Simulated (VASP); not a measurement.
Runs of VASP 6.6.1 on Pd. The structure is that of space group Fm-3m (No. 225), or close to it. The cells are those of the table. 

```csv
task,cell,k mesh,cutoff (eV),smearing,gap on the mesh (eV),pressure (GPa),relaxed volume (Å³/atom)
relaxation of cell and atoms,"relaxed from a = 2.719 Å, angles 60.0°, 1 atom",16 × 16 × 16,600,gaussian 0.1 eV,none,0.0,(b)
single point,"a = 2.718 Å, angles 60.0°, 1 atom",16 × 16 × 16,520,fermi-dirac 0.15 eV,none,0.4,-
relaxation of cell and atoms,"relaxed from a = 2.770 Å, angles 60.0°, 1 atom",8 × 8 × 8,600,gaussian 0.1 eV,none,-0.3,14.25
single point,"a = 2.719 Å, angles 60.0°, 1 atom",8 × 8 × 8,520,gaussian 0.1 eV,none,0.3,-
single point,"a = 2.715 Å, angles 60.0°, 1 atom",16 × 16 × 16,520,gaussian 0.1 eV,none,0.4,-
single point,"a = 2.770 Å, angles 60.0°, 1 atom",8 × 8 × 8,520,gaussian 0.1 eV,none,-10.5,-
relaxation of cell and atoms,"relaxed from a = 2.715 Å, angles 60.0°, 1 atom",16 × 16 × 16,600,fermi-dirac 0.15 eV,none,0.0,(a)
```

Alike in all rows: level LDA; potentials or basis VASP PAW LDA potentials, release 64 (Pd); no spin polarisation.

**Question.** Estimate the missing entries.

**Answer.** (a) 14.22; (b) 14.17.

A k mesh can miss the band edges, and the runs leave out spin-orbit coupling on Pd.

A gap of «none» marks levels without a gap at the run's occupations.
